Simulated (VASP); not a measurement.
# Zr4B in VASP: further runs

The runs below take Zr4B through single point, with PBE.

Program: VASP 6.6.1. These are calculated values, not measurements. Logs are shortened: lines on timing, memory, paths and dates and some standing lists are left out, and cuts for length are marked.

## 1. The cell of the first run

It takes space group P-3m1 (No. 164, trigonal). Conventional cell: a = 3.367 Å, b = 3.367 Å, c = 10.497 Å, α = 90.00°, β = 90.00°, γ = 120.00°. Zr (site symmetry 3m) has 3 B at 2.36 Å within 3.1 Å. Within 4.1 Å of Zr (site symmetry 3m) lie 12 Zr at 3.10 to 3.37 Å. Within 3.1 Å of B (site symmetry -3m) lie 6 Zr at 2.36 Å.

The cell was built from a structure type or drawn by symmetry, and may not be a known phase.

## 2. Single point, PBE

The input, INCAR:

```
SYSTEM = Zr4B
PREC = Accurate ; ENCUT = 520
EDIFF = 1E-7 ; ISMEAR = 0
SIGMA = 0.1 ; LREAL = .False.
LASPH = .True. ; NELM = 60
ALGO = Fast ; ISIF = 2
LWAVE = .False. ; LCHARG = .False.
GGA = PE ; NBANDS = 34
```

The input, KPOINTS:

```
Automatic mesh
0
Gamma
  12 12 4
  0 0 0
```

The input, POSCAR:

```
Zr4B
1.0
    3.3671052011      0.0000000000      0.0000000000
   -1.6835526005      2.9159986414      0.0000000000
    0.0000000000      0.0000000000     10.4974646278
Zr B
4 1
Direct
    0.3333333333      0.6666666667      0.8723680459
    0.3333333333      0.6666666667      0.3848766516
    0.6666666667      0.3333333333      0.1276319541
    0.6666666667      0.3333333333      0.6151233484
    0.0000000000      0.0000000000      0.0000000000
```

Potentials or basis: VASP PAW PBE potentials, release 64 (Zr_sv, B).

Started as:

```console
cat potpaw_PBE.64/Zr_sv/POTCAR potpaw_PBE.64/B/POTCAR > POTCAR
mpirun -np 1 vasp_std > vasp.out
```

OUTCAR:

```text
SYSTEM = Zr4B
   PREC = Accurate
   ENCUT = 520
   EDIFF = 1E-7
   ISMEAR = 0
   LREAL = .False.
   LASPH = .True.
   NELM = 60
   ISIF = 2
   GGA = PE

 ion  position               nearest neighbor table
   1  0.333  0.667  0.872-   5 2.36   5 2.36   5 2.36   3 3.31   3 3.31   3 3.31   4 3.33   4 3.33
                             4 3.33
   2  0.333  0.667  0.385-   4 3.10   4 3.10   4 3.10   3 3.33   3 3.33   3 3.33
   3  0.667  0.333  0.128-   5 2.36   5 2.36   5 2.36   1 3.31   1 3.31   1 3.31   2 3.33   2 3.33
                             2 3.33
   4  0.667  0.333  0.615-   2 3.10   2 3.10   2 3.10   1 3.33   1 3.33   1 3.33
   5  0.000  0.000  0.000-   1 2.36   3 2.36   1 2.36   3 2.36   1 2.36   3 2.36

  LATTYP: Found a hexagonal cell.
 ALAT       =     3.3671052011
 C/A-ratio  =     3.1176527019

  Lattice vectors:

 A1 = (   3.3671052011,   0.0000000000,   0.0000000000)
 A2 = (  -1.6835526005,   2.9159986414,   0.0000000000)
 A3 = (   0.0000000000,   0.0000000000,  10.4974646278)

Analysis of symmetry for initial positions (statically):
=====================================================================
 Subroutine PRICEL returns:
 Original cell was already a primitive cell.

 Routine SETGRP: Setting up the symmetry group for a
 hexagonal supercell.

 Subroutine GETGRP returns: Found 12 space group operations
 (whereof 12 operations were pure point group operations)
 out of a pool of 24 trial point group operations.

The static configuration has the point symmetry D_3d.

Analysis of symmetry for dynamics (positions and initial velocities):
=====================================================================
 Subroutine PRICEL returns:
 Original cell was already a primitive cell.

 Routine SETGRP: Setting up the symmetry group for a
 hexagonal supercell.

 Subroutine GETGRP returns: Found 12 space group operations
 (whereof 12 operations were pure point group operations)
 out of a pool of 24 trial point group operations.

The dynamic configuration has the point symmetry D_3d.

 Subroutine INISYM returns: Found 12 space group operations
 (whereof 12 operations are pure point group operations),
 and found     1 'primitive' translations

----------------------------------------------------------------------------------------

                                     Primitive cell

  volume of cell :     103.0691

  direct lattice vectors                    reciprocal lattice vectors
[... 97 lines left out ...]
   IBRION =     -1    ionic relax: 0-MD 1-quasi-New 2-CG
   NFREE  =      0    steps in history (QN), initial steepest desc. (CG)
   ISIF   =      2    stress and relaxation
   ISYM   =      2    0-nonsym 1-usesym 2-fastsym
   POTIM  = 0.5000    time-step for ionic-motion
   TEBEG  =    0.0;   TEEND  =   0.0 temperature during run
   PSTRESS=    0.0 pullay stress
   NELECT =      51.0000    total number of electrons
   NUPDOWN=      -1.0000    fix difference up-down
   EMIN   =  10.00;   EMAX   =-10.00  energy-range for DOS
   EFERMI =   0.00;   METHOD = LEGACY
   ISMEAR =     0;   SIGMA  =   0.10  broadening in eV -4-tet -1-fermi 0-gaus
   EFERMI_NEDOS =   21; number of points for ismear=-14 and -15
   IALGO  =     68    algorithm
   IMIX   =      4    mixing-type and parameters
     AMIX     =   0.40;   BMIX     =  1.00
     AMIX_MAG =   1.60;   BMIX_MAG =  1.00
  volume/ion in A,a.u.               =      20.61       139.11
  Fermi-wavevector in a.u.,A,eV,Ry     =   1.294858  2.446926 22.812300  1.676657
  Thomas-Fermi vector in A             =   2.426414
   LORBIT       =      0    0 simple, 1 ext, 2 COOP (PROOUT), +10 PAW based schemes
   GGA     = PE    functional components
   LHFCALC =     F    Hartree Fock is set to
   AEXX    =    0.0000 exact exchange contribution
   IVDW    =     0    specifies the selected vdW correction
   LEPSILON=     F    determine dielectric tensor
   LRPA    =     F    only Hartree local field effects (RPA)
 non-spin polarized calculation
 RMM-DIIS sequential band-by-band and
 Gauss-broadening in eV      SIGMA  =   0.10
  energy-cutoff  :      520.00
  volume of cell :      103.07
 maximum number of plane-waves:      2823
 NGX is ok and might be reduce to    28

 number of electron      51.0000000 magnetization

 Free energy of the ion-electron system (eV)
  ---------------------------------------------------
  ext. energy  EPLUGINS =         0.00000000
  ---------------------------------------------------
  free energy    TOTEN  =       -41.51066145 eV

  energy without entropy =      -41.48733696  energy(sigma->0) =      -41.49899921

 E-fermi :   8.0020     XC(G=0): -10.9822

 val. band max:        7.9986343576   @ k =  -0.0833   0.2500   0.2500
 cond. band min:       8.0030085994   @ k =   0.4167   0.1667   0.0000
 fundamental gap:      0.0043742418
 Fermi energy:         8.0020127390

 k-point     1 :       0.0000    0.0000    0.0000
  band No.  band energies     occupation
      1     -40.7671      2.00000
      2     -40.6657      2.00000
      3     -39.9740      2.00000
      4     -39.9235      2.00000
      5     -19.1025      2.00000
      6     -18.5542      2.00000
[... 877 lines left out ...]
     33      10.3079      0.00000
     34      10.3800      0.00000

 [... further k-points ...]

------------------------ aborting loop because EDIFF is reached ----------------------------------------

  FORCE on cell =-STRESS in cart. coord.  units (eV):
  Direction    XX          YY          ZZ          XY          YZ          ZX
  --------------------------------------------------------------------------------------
  -------------------------------------------------------------------------------------
  Total        0.0060531      0.0060531      0.0134616      0.0000000      0.0000000     -0.0000000
  in kB        0.0940936      0.0940936      0.2092564      0.0000000      0.0000000     -0.0000000
  external PRESSURE =       0.1324812 kB  Pullay stress =       0.0000000 kB

 VOLUME and BASIS-vectors are now :
 -----------------------------------------------------------------------------
  energy-cutoff  :      520.00
  volume of cell :      103.07
      direct lattice vectors                 reciprocal lattice vectors
     3.367105201  0.000000000  0.000000000     0.296991018  0.171467844  0.000000000
    -1.683552601  2.915998641  0.000000000     0.000000000  0.342935688  0.000000000
     0.000000000  0.000000000 10.497464628     0.000000000  0.000000000  0.095261097

 POSITION                                       TOTAL-FORCE (eV/Angst)
 -----------------------------------------------------------------------------------
     -0.00000      1.94400      9.15765         0.000000     -0.000000     -0.006391
     -0.00000      1.94400      4.04023         0.000000     -0.000000      0.001323
      1.68355      0.97200      1.33981        -0.000000      0.000000      0.006391
      1.68355      0.97200      6.45724        -0.000000      0.000000     -0.001323
      0.00000      0.00000      0.00000        -0.000000      0.000000      0.000000
 -----------------------------------------------------------------------------------
    total drift:                                0.000000     -0.000000     -0.000000

  FREE ENERGIE OF THE ION-ELECTRON SYSTEM (eV)
  ---------------------------------------------------
  free  energy   TOTEN  =       -41.5106614549 eV

  energy  without entropy=      -41.4873369562  energy(sigma->0) =      -41.49899921
```

OSZICAR:

```text
N       E                     dE             d eps       ncg     rms          rms(c)
DAV:   1     0.506704894374E+03    0.50670E+03   -0.26863E+04  4692   0.148E+03
DAV:   2    -0.232439658077E+01   -0.50903E+03   -0.49613E+03  5264   0.441E+02
DAV:   3    -0.452798323272E+02   -0.42955E+02   -0.41986E+02  7832   0.938E+01
[... 22 lines left out ...]
RMM:  26    -0.415106608649E+02   -0.46892E-06   -0.43409E-06  6019   0.735E-03    0.675E-03
RMM:  27    -0.415106611247E+02   -0.25981E-06   -0.27486E-06  5798   0.576E-03    0.630E-03
RMM:  28    -0.415106612982E+02   -0.17353E-06   -0.16863E-06  5256   0.469E-03    0.580E-03
RMM:  29    -0.415106613887E+02   -0.90440E-07   -0.11812E-06  5059   0.397E-03    0.549E-03
RMM:  30    -0.415106614549E+02   -0.66271E-07   -0.76944E-07  4543   0.330E-03
   1 F= -.41510661E+02 E0= -.41498999E+02  d E =-.233245E-01
```

stdout:

```text
POSCAR found type information on POSCAR ZrB
 POSCAR found :  2 types and       5 ions
[... 35 lines left out ...]
 num prob  num prob  num prob  num prob  num prob  num prob  num prob  num prob  num prob  num prob  num prob  num prob  num prob  num prob  num prob  num prob  num prob  num prob  num prob  num prob  num prob  num prob  num prob  num prob  num prob  num prob  num prob  num prob  num prob  num prob  num prob  num prob  num prob  num prob  num prob WARNING in EDDRMM: call to ZHEGV failed, returncode =   8  4     27
 num prob  num prob  num prob  num prob  num prob  num prob  num prob  num prob  num prob  num prob  num prob WARNING in EDDRMM: call to ZHEGV failed, returncode =   6  3     20
 num prob  num prob  num prob  num prob  num prob  num prob  num prob  num prob  num prob  num prob  num prob  num prob  num prob  num prob  num prob  num prob  num prob  num prob  num prob  num prob  num prob  num prob  num prob  n
```

It took 5.6 min on 1 thread of Intel Xeon 6975P-C (Granite Rapids), shared host; peak memory 0.36 GiB.

Results:

| Quantity | Value |
| --- | --- |
| Free energy | -41.5107 eV |
| Pressure | 0.0 GPa |
| Largest force | 0.006 eV/Å |
| Band gap on the k mesh | zero (an odd number of electrons rules out a gap without spin polarisation) |

Forces on the atoms (eV/Å):
```
Zr   0.000  0.000 -0.006
Zr   0.000  0.000  0.001
Zr   0.000  0.000  0.006
Zr   0.000  0.000 -0.001
B    0.000  0.000  0.000
```

Levels at points of the mesh, in eV from the Fermi level:
| k point | band 22 | band 23 | band 24 | band 25 | band 26 | band 27 | band 28 | band 29 | band 30 | band 31 |
| --- | --- | --- | --- | --- | --- | --- | --- | --- | --- | --- |
| (0.00, 0.00, 0.00) | -0.61 | -0.13 | -0.05 | 0.85 | 0.85 | 0.94 | 0.94 | 1.09 | 1.66 | 1.83 |
| (0.50, 0.00, 0.00) | -1.37 | -0.61 | -0.60 | -0.40 | -0.11 | 1.13 | 1.13 | 1.15 | 1.63 | 2.50 |
| (0.00, 0.00, 0.50) | -0.62 | -0.62 | 0.59 | 0.79 | 0.79 | 1.07 | 1.08 | 1.08 | 1.40 | 1.62 |
| (0.50, 0.00, 0.50) | -1.09 | -0.96 | -0.58 | -0.57 | -0.24 | 0.88 | 1.04 | 1.39 | 1.74 | 3.34 |

## 3. Single point, PBE

The input, INCAR:

```
PREC = Accurate
ENCUT = 520
EDIFF = 1E-6
ISMEAR = 0
SIGMA = 0.1
LREAL = False
LASPH = True
NELM = 60
ALGO = Fast
ISIF = 2
LWAVE = False
LCHARG = False
GGA = PE
NBANDS = 34
```

The input, KPOINTS:

```
Automatic mesh
0
Gamma
  12 12 4
```

POSCAR is that of step 2.

Potentials or basis: VASP PAW PBE potentials, release 64 (Zr_sv, B).

Started as:

```console
cat potpaw_PBE.64/Zr_sv/POTCAR potpaw_PBE.64/B/POTCAR > POTCAR
mpirun -np 1 vasp_std > vasp.out
```

It took 4.6 min on 1 thread of Intel Xeon 6975P-C (Granite Rapids), shared host; peak memory 0.36 GiB.

Results (log left out):

| Property | Result |
| --- | --- |
| Free energy | -41.5107 eV |
| Pressure | 0.0 GPa |
| Largest force | 0.003 eV/Å |
| Band gap on the k mesh | zero (an odd number of electrons rules out a gap without spin polarisation) |

Forces on the atoms (eV/Å):
```
Zr   0.000  0.000 -0.003
Zr   0.000  0.000  0.002
Zr   0.000  0.000  0.003
Zr   0.000  0.000 -0.002
B    0.000  0.000  0.000
```

Levels at points of the mesh, in eV from the Fermi level:
```tsv
k point	band 23	band 24	band 25	band 26	band 27	band 28	band 29	band 30
(0.00, 0.00, 0.00)	-0.13	-0.05	0.85	0.85	0.94	0.94	1.09	1.66
(0.50, 0.00, 0.00)	-0.61	-0.60	-0.40	-0.11	1.13	1.13	1.15	1.63
(0.00, 0.00, 0.50)	-0.62	0.59	0.79	0.79	1.07	1.08	1.08	1.40
(0.50, 0.00, 0.50)	-0.96	-0.58	-0.57	-0.24	0.88	1.04	1.39	1.74
```

## 4. Single point, PBE, collinear spin

The input, INCAR:

```
  PREC = Accurate
  ENCUT = 520
  EDIFF = 1E-6
  ISMEAR = 0
  SIGMA = 0.1
  LREAL = False
  LASPH = True
  NELM = 150
  ALGO = Fast
  ISIF = 2
  LWAVE = False
  LCHARG = False
  ISPIN = 2
  MAGMOM = 1 1 1 1 0
  LORBIT = 11
  LMAXMIX = 4
  GGA = PE
  NBANDS = 38
```

The input, KPOINTS:

```
regular mesh
0
Gamma
  6 6 2
```

The input, POSCAR:

```
Zr4B
1.0
    3.3643084935      0.0000000000      0.0000000000
   -1.6821542467      2.9135766215      0.0000000000
    0.0000000000      0.0000000000     10.5352242542
Zr B
4 1
Direct
    0.3333333333      0.6666666667      0.8729385851
    0.3333333333      0.6666666667      0.3856707682
    0.6666666667      0.3333333333      0.1270614149
    0.6666666667      0.3333333333      0.6143292318
    0.0000000000      0.0000000000      0.0000000000
```

Potentials or basis: VASP PAW PBE potentials, release 64 (Zr_sv, B).

Started as:

```console
cat potpaw_PBE.64/Zr_sv/POTCAR potpaw_PBE.64/B/POTCAR > POTCAR
mpirun -np 1 vasp_std > vasp.out
```

OUTCAR:

```text
PREC = Accurate
   ENCUT = 520
   EDIFF = 1E-6
   ISMEAR = 0
   LREAL = False
   LASPH = True
   NELM = 150
   ISIF = 2
   ISPIN = 2
   LORBIT = 11
   GGA = PE

 ion  position               nearest neighbor table
   1  0.333  0.667  0.873-   5 2.36   5 2.36   5 2.36   3 3.31   3 3.31   3 3.31   4 3.35   4 3.35
                             4 3.35
   2  0.333  0.667  0.386-   4 3.09   4 3.09   4 3.09   3 3.35   3 3.35   3 3.35
   3  0.667  0.333  0.127-   5 2.36   5 2.36   5 2.36   1 3.31   1 3.31   1 3.31   2 3.35   2 3.35
                             2 3.35
   4  0.667  0.333  0.614-   2 3.09   2 3.09   2 3.09   1 3.35   1 3.35   1 3.35
[... 1350 lines left out ...]

 POSITION                                       TOTAL-FORCE (eV/Angst)
 -----------------------------------------------------------------------------------
     -0.00000      1.94238      9.19660         0.000000     -0.000000     -0.003331
     -0.00000      1.94238      4.06313         0.000000     -0.000000      0.001428
      1.68215      0.97119      1.33862        -0.000000      0.000000      0.003331
      1.68215      0.97119      6.47210        -0.000000      0.000000     -0.001428
      0.00000      0.00000      0.00000        -0.000000      0.000000      0.000000
 -----------------------------------------------------------------------------------
    total drift:                                0.000000     -0.000000      0.000000

  FREE ENERGIE OF THE ION-ELECTRON SYSTEM (eV)
  ---------------------------------------------------
  free  energy   TOTEN  =       -41.5216261027 eV

  energy  without entropy=      -41.4994733916  energy(sigma->0) =      -41.51054975

 total charge

# of ion       s       p       d       tot
------------------------------------------
    1        2.200   5.994   1.649   9.843
    2        2.228   5.954   1.573   9.754
    3        2.200   5.994   1.649   9.843
    4        2.228   5.954   1.573   9.754
    5        0.760   1.159   0.000   1.919
--------------------------------------------------
tot          9.616  25.055   6.443  41.113

 magnetization (x)

# of ion       s       p       d       tot
------------------------------------------
    1        0.000   0.000   0.000   0.000
    2       -0.000   0.000   0.000  -0.000
    3        0.000   0.000   0.000   0.000
    4       -0.000   0.000   0.000  -0.000
    5       -0.000  -0.000   0.000  -0.000
--------------------------------------------------
tot         -0.000  -0.000   0.000   0.000
```

OSZICAR:

```text
N       E                     dE             d eps       ncg     rms          rms(c)
DAV:   1     0.498346918676E+03    0.49835E+03   -0.26288E+04  2128   0.132E+03
DAV:   2    -0.443484735775E+01   -0.50278E+03   -0.48619E+03  2384   0.404E+02
DAV:   3    -0.450430091927E+02   -0.40608E+02   -0.39796E+02  3516   0.844E+01
[... 17 lines left out ...]
RMM:  21    -0.415216180355E+02   -0.62003E-05   -0.53845E-05  3118   0.217E-02    0.218E-03
RMM:  22    -0.415216216410E+02   -0.36055E-05   -0.31334E-05  2689   0.167E-02    0.240E-03
RMM:  23    -0.415216238924E+02   -0.22514E-05   -0.20498E-05  2543   0.135E-02    0.470E-03
RMM:  24    -0.415216252091E+02   -0.13167E-05   -0.12180E-05  2431   0.112E-02    0.230E-03
RMM:  25    -0.415216261027E+02   -0.89366E-06   -0.85665E-06  2241   0.902E-03
   1 F= -.41521626E+02 E0= -.41510550E+02  d E =-.221527E-01  mag=     0.0000
```

Run time: 2.5 min. Hardware: 1 thread of Intel Xeon 6975P-C (Granite Rapids), shared host; peak memory 0.31 GiB.

Results:

* Free energy: -41.5216 eV
* Pressure: 0.0 GPa
* Largest force: 0.003 eV/Å
* Net moment: 0.00 μB per cell
* Valence electrons inside the program's atomic spheres: Zr 9.84, 9.75 (each value once); B 1.92

Forces on the atoms (eV/Å):
```
Zr   0.000  0.000 -0.003
Zr   0.000  0.000  0.001
Zr   0.000  0.000  0.003
Zr   0.000  0.000 -0.001
B    0.000  0.000  0.000
```

## 5. Single point, PBE

This run uses another cell than the first one: it holds 10 atoms, not 5.

The input, INCAR:

```
ALGO = Fast ; EDIFF = 1E-6
ENCUT = 520 ; GGA = PE
ISIF = 2 ; ISMEAR = 0
LASPH = True ; LCHARG = False
LREAL = False ; LWAVE = False
NBANDS = 62 ; NELM = 100
PREC = Accurate ; SIGMA = 0.2
```

The input, KPOINTS:

```
k-points
0
Gamma
  6 6 1
```

The input, POSCAR:

```
Zr4B
1.0
    3.3682853195      0.0009445239     -0.0025063815
   -1.6833029442      2.9119186522     -0.0045226753
   -0.0151417683     -0.0416046988     21.0523778332
Zr B
8 2
Direct
    0.3282674513      0.6632733543      0.4362925596
    0.3367473389      0.6684168352      0.9362420731
    0.3338465858      0.6651499670      0.1927201989
    0.3308497407      0.6648472583      0.6927755173
    0.6720647127      0.3371478543      0.0637095368
    0.6632024178      0.3323488001      0.5637638725
    0.6677204097      0.3333724572      0.3072332513
    0.6670614582      0.3344916827      0.8072780976
    0.0047161266      1.0030805851     -0.0000466851
   -0.0044762415      0.9978712059      0.5000315780
```

Started as:

```console
cat potpaw_PBE.64/Zr_sv/POTCAR potpaw_PBE.64/B/POTCAR > POTCAR
mpirun -np 1 vasp_std > vasp.out
```

Wall time 6.9 min (1 thread of Intel Xeon 6975P-C (Granite Rapids), shared host); peak memory 0.44 GiB.

The run converged. Its results:

```yaml
Free_energy: -83.1019 eV
Pressure: -0.1 GPa
Largest_force: 0.013 eV/Å
Band_gap_on_the_k_mesh: zero (bands 51 and 52 overlap by 0.99 eV)
```

Forces on the atoms (eV/Å):
```
Zr   0.001  0.005  0.009
Zr  -0.003 -0.004  0.009
Zr  -0.001  0.002  0.008
Zr   0.000  0.001  0.007
Zr  -0.004  0.000 -0.012
Zr   0.005  0.002 -0.009
Zr  -0.002  0.001 -0.006
Zr   0.002  0.001 -0.010
B    0.000 -0.003  0.005
B    0.002 -0.004 -0.001
```

Stress tensor (GPa, compression positive):
```
-0.17 -0.02  0.04
-0.02 -0.08  0.10
 0.04  0.10 -0.06
```

Levels at points of the mesh, in eV from the Fermi level:
```
           k point  band 48  band 49  band 50  band 51  band 52  band 53  band 54  band 55  band 56  band 57
(0.00, 0.00, 0.00)     0.52     0.74     0.76     0.79     0.81     0.89     0.91     1.02     1.02     1.04
(0.50, 0.00, 0.00)    -0.60    -0.58    -0.43    -0.27    -0.14     0.85     0.96     1.06     1.08     1.09
(0.00, 0.50, 0.00)    -0.61    -0.60    -0.43    -0.27    -0.15     0.83     1.01     1.07     1.11     1.14
(0.50, 0.50, 0.00)    -0.61    -0.59    -0.43    -0.27    -0.14     0.84     0.98     1.08     1.08     1.10
```

## 6. Summary

| spin | cell | k mesh | smearing | further INCAR settings | gap on the mesh (eV) | pressure (GPa) | largest force (eV/Å) |
| --- | --- | --- | --- | --- | --- | --- | --- |
| off | a = 3.367, b = 3.367, c = 10.497 Å, angles 90.0, 90.0, 120.0°, 5 atoms, atomic positions A | 12 × 12 × 4 | gaussian 0.1 eV | ALGO = Fast; EDIFF = 1e-07; NBANDS = 34 | none | 0.0 | 0.01 |
| off | a = 3.367, b = 3.367, c = 10.497 Å, angles 90.0, 90.0, 120.0°, 5 atoms, atomic positions A | 12 × 12 × 4 | gaussian 0.1 eV | ALGO = Fast; EDIFF = 1e-06; NBANDS = 34 | none | 0.0 | - |
| collinear | a = 3.364, b = 3.364, c = 10.535 Å, angles 90.0, 90.0, 120.0°, 5 atoms, atomic positions A | 6 × 6 × 2 | gaussian 0.1 eV | ALGO = Fast; EDIFF = 1e-06; NBANDS = 38 | none | 0.0 | - |
| off | a = 3.368, b = 3.363, c = 21.052 Å, angles 90.2, 90.1, 120.0°, 10 atoms, atomic positions B | 6 × 6 × 1 | gaussian 0.2 eV | ALGO = Fast; EDIFF = 1e-06; NBANDS = 62 | none | -0.1 | 0.01 |

Alike in all rows: task single point; level PBE; potentials or basis VASP PAW PBE potentials, release 64 (Zr_sv, B); cutoff (eV) 520.

Absolute energies hang on the potentials; compare differences alone.
